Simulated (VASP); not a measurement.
Here is a VASP 6.6.1 calculation.

File POSCAR:

```
Pt
1.0
    0.0000000000      1.9609000000      1.9609000000
    1.9609000000      0.0000000000      1.9609000000
    1.9609000000      1.9609000000      0.0000000000
Pt
1
Direct
    0.0000000000      0.0000000000      0.0000000000
```

INCAR.step1

```
SYSTEM = Pt
METAGGA = SCAN ; ISMEAR = 1
SIGMA = 0.05 ; LWAVE = .FALSE.
LCHARG = .FALSE. ; NSW = 80
PREC = Accurate ; LASPH = .TRUE.
LREAL = .FALSE. ; ALGO = Normal
EDIFF = 1E-7 ; NELM = 120
GGA_COMPAT = .FALSE. ; IBRION = 2
ISIF = 3 ; EDIFFG = -0.002
NELMIN = 4 ; ENCUT = 650
LMIXTAU = .TRUE. ; KPAR = 2
POTIM = 0.5
```

File INCAR.step4:

```
SYSTEM = Pt
METAGGA = SCAN ; ISMEAR = 1
SIGMA = 0.05 ; LWAVE = .FALSE.
LCHARG = .FALSE. ; PREC = Accurate
LASPH = .TRUE. ; LREAL = .FALSE.
ALGO = Normal ; EDIFF = 1E-7
NELM = 120 ; GGA_COMPAT = .FALSE.
ISIF = 2 ; ENCUT = 650
LMIXTAU = .TRUE. ; KPAR = 2
```

KPOINTS

```
Automatic mesh
0
Gamma
  16 16 16
  0 0 0
```

Potentials or basis: VASP PAW PBE potentials, release 64 (Pt).

Launch:

```bash
$ cat potpaw_PBE.64/Pt/POTCAR > POTCAR
$ cp INCAR.step1 INCAR
$ cp POSCAR.step1 POSCAR
$ mpirun -np 2 vasp_std > vasp.out
$ cp CONTCAR POSCAR
$ mpirun -np 2 vasp_std > vasp.out
$ cp CONTCAR POSCAR
$ mpirun -np 2 vasp_std > vasp.out
$ cp CONTCAR POSCAR
$ cp INCAR.step4 INCAR
$ mpirun -np 2 vasp_std > vasp.out
```

Task: Predict the space group after relaxing (to 0.1 Å).

Result: Fm-3m (No. 225).

Task: Estimate the relaxed cell.

Result: a = 2.755 Å, b = 2.755 Å, c = 2.755 Å, α = 60.00°, β = 60.00°, γ = 60.00°.

Task: What does it give for the band gap on the k mesh?

Result: Zero (bands 5 and 6 overlap by 2.58 eV).

Task: Estimate the relaxed volume.

Result: 14.79 Å³/atom.

The path:
| step | energy change (eV) | largest force (eV/Å) | pressure (GPa) | volume (Å³) |
| --- | --- | --- | --- | --- |
| 1 | 0.0000 | 0.0000 | -5.48 | 15.08 |
| 2 | 0.0410 | 0.0000 | 19.30 | 13.98 |
| 3 | -0.0050 | 0.0000 | -0.13 | 14.80 |
| 4 | -0.0050 | 0.0000 | -0.03 | 14.79 |
| 5 | -0.0050 | 0.0000 | 0.09 | 14.79 |
| 6 | -0.0050 | 0.0000 | -0.16 | 14.80 |
| 7 | -0.0050 | 0.0000 | -0.02 | 14.79 |
| 8 | -0.0050 | 0.0000 | 0.05 | 14.79 |
| 9 | -0.0050 | 0.0000 | -0.01 | 14.79 |
| 10 | -0.0049 | 0.0000 | 0.01 | 14.79 |
| 11 | -0.0049 | 0.0000 | 0.01 | 14.79 |

Caveat: the PAW data sets were made with another functional, which shifts forces and pressure a little; spin-orbit coupling is left out, which moves the levels of the heavy elements.
